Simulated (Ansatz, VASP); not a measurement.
**W: VASP beside Ansatz**

Contents of POSCAR:

```
W
1.0
   -1.5848038465      1.5848038465      1.5848038465
    1.5848038465     -1.5848038465      1.5848038465
    1.5848038465      1.5848038465     -1.5848038465
W
1
Direct
    0.0000000000      0.0000000000      0.0000000000
```

Contents of INCAR.step1:

```
SYSTEM = W
PREC     = Accurate       ! precision mode
ENCUT    = 520            ! plane-wave cutoff, eV
ISMEAR   = 0              ! smearing method
SIGMA    = 0.03           ! smearing width, eV
LREAL    = .False.        ! projectors in reciprocal space
LASPH    = .True.         ! aspherical terms in the spheres
NELM     = 80             ! most SCF steps
NBANDS   = 13             ! bands
GGA      = PE             ! functional
ALGO     = Normal         ! electronic algorithm
EDIFF    = 1E-4           ! SCF threshold, eV
LWAVE    = .True.         ! write WAVECAR
LCHARG   = .False.        ! write CHGCAR
```

Contents of INCAR.step2:

```
SYSTEM = W
PREC     = Accurate       ! precision mode
ENCUT    = 520            ! plane-wave cutoff, eV
EDIFF    = 1E-6           ! SCF threshold, eV
ISMEAR   = 0              ! smearing method
SIGMA    = 0.03           ! smearing width, eV
LREAL    = .False.        ! projectors in reciprocal space
LASPH    = .True.         ! aspherical terms in the spheres
NELM     = 80             ! most SCF steps
ALGO     = Normal         ! electronic algorithm
ISIF     = 2              ! what is computed and relaxed
LWAVE    = .False.        ! write WAVECAR
LCHARG   = .False.        ! write CHGCAR
METAGGA  = R2SCAN         ! meta-GGA
LMIXTAU  = .True.       
NBANDS   = 13             ! bands
ISTART   = 1
```

KPOINTS

```
Automatic mesh
0
Gamma
  14 14 14
  0 0 0
```

Input for Ansatz:

```yaml
crystal:
  lattice:
    - [-1.5848038465, 1.5848038465, 1.5848038465]
    - [1.5848038465, -1.5848038465, 1.5848038465]
    - [1.5848038465, 1.5848038465, -1.5848038465]
  atoms:
    - { symbol: W, position: [0.0, 0.0, 0.0] }
hamiltonian:
  xc: r2scan
  pseudopotentials:
    kind: paw
    azcp:
      W: "pseudopotentials/W.paw.azcp"
basis:
  ecutwfc: 500
  fft_grid_basis: typed
kpoints:
  mp_grid: { grid: [14, 14, 14], shift: [0, 0, 0] }
magnetization:
  spin_polarized: false
scf:
  occupations: { method: gaussian, width: 0.03 }
  lower_state_search: "off"
output:
  stress: true
```

Alike in both runs: task single point; functional r2SCAN; k mesh 14 × 14 × 14; occupations gaussian, width 0.03 eV; no spin polarisation.

```csv
,VASP,Ansatz
version,VASP 6.6.1,Ansatz 0.2.0
potentials or method,"VASP PAW PBE potentials, release 64 (W_sv), cutoff 520 eV","plane waves (500 eV) with PAW, scalar-relativistic"
valence electrons in the cell,14,14
```

|  | VASP | Ansatz | Ansatz less VASP |
| --- | --- | --- | --- |
| pressure (GPa) | 1.4 | 0.2 | -1.19 |

VASP's potentials were made for PBE, not for r2SCAN.

Spin-orbit coupling is off throughout.
